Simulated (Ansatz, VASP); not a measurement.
One calculation of LuGa2Os2, two programs

Contents of INCAR:

```
PREC = Accurate
ENCUT = 560
EDIFF = 1E-6
ISMEAR = -5
SIGMA = 0.1
LREAL = F
LASPH = T
NELM = 120
ALGO = Normal
ISIF = 2
LWAVE = F
LCHARG = F
GGA = RP
NBANDS = 50
GGA_COMPAT = F
```

Contents of KPOINTS:

```
regular mesh
0
Gamma
  5 5 5
```

Contents of POSCAR:

```
LuGa2Os2
1.0
    0.0000000000      4.2355470000      0.0000000000
    4.2355470000      0.0000000000      0.0000000000
    2.1177740000      2.1177740000     -4.9213030000
Os Lu Ga
2 1 2
Direct
    0.7500000000      0.2500000000      0.5000000000
    0.2500000000      0.7500000000      0.5000000000
    0.0000000000      0.0000000000      0.0000000000
    0.3750000000      0.3750000000      0.2500000000
    0.6250000000      0.6250000000      0.7500000000
```

Input for Ansatz:

```yaml
crystal:
  lattice:
    - [0.0, 4.235547, 0.0]
    - [4.235547, 0.0, 0.0]
    - [2.117774, 2.117774, -4.921303]
  atoms:
    - { symbol: Os, position: [0.75, 0.25, 0.5] }
    - { symbol: Os, position: [0.25, 0.75, 0.5] }
    - { symbol: Lu, position: [0.0, 0.0, 0.0] }
    - { symbol: Ga, position: [0.375, 0.375, 0.25] }
    - { symbol: Ga, position: [0.625, 0.625, 0.75] }
  symmetry: { tolerance: 0.0003 }
kpoints:
  mp_grid: { grid: [5, 5, 5], shift: [0, 0, 0] }
magnetization:
  spin_polarized: false
scf:
  occupations: { method: tetrahedron }
hamiltonian:
  pseudopotentials: { kind: paw }
  xc: rpbe
basis:
  ecutwfc: 420
output:
  forces: true
  stress: true
  eigenvalues: true
```

Alike in both runs: task single point; functional RPBE; k mesh 5 × 5 × 5; occupations tetrahedron; no spin polarisation.

|  | VASP | Ansatz |
| --- | --- | --- |
| version | VASP 6.6.1 | Ansatz 0.2.0 |
| potentials or method | VASP PAW PBE potentials, release 64 (Os_sv_GW, Lu, Ga_d), cutoff 560 eV | PAW plane waves |
| valence electrons in the cell | 83 | 83 |

|  | VASP | Ansatz | Ansatz less VASP |
| --- | --- | --- | --- |
| gap on the k mesh at the Fermi level (eV) | none | none | - |
| pressure (GPa) | 5.7 | 5.8 | +0.15 |
| traceless stress, the component that is largest in VASP (GPa) | 2.02 | 2.04 | +0.018 |
| rms of the force components (eV/Å) | 0.287 | 0.284 | -0.0031 |

VASP's potentials were made for PBE, not for RPBE. Atom by atom the forces differ by 0.003 eV/Å (rms over components). A gap of «none» marks a metal or a gap that the smearing closes. Ansatz's warnings: band table not solved further, tetrahedron derivatives may miss energy slope.

Spin-orbit coupling is off throughout.
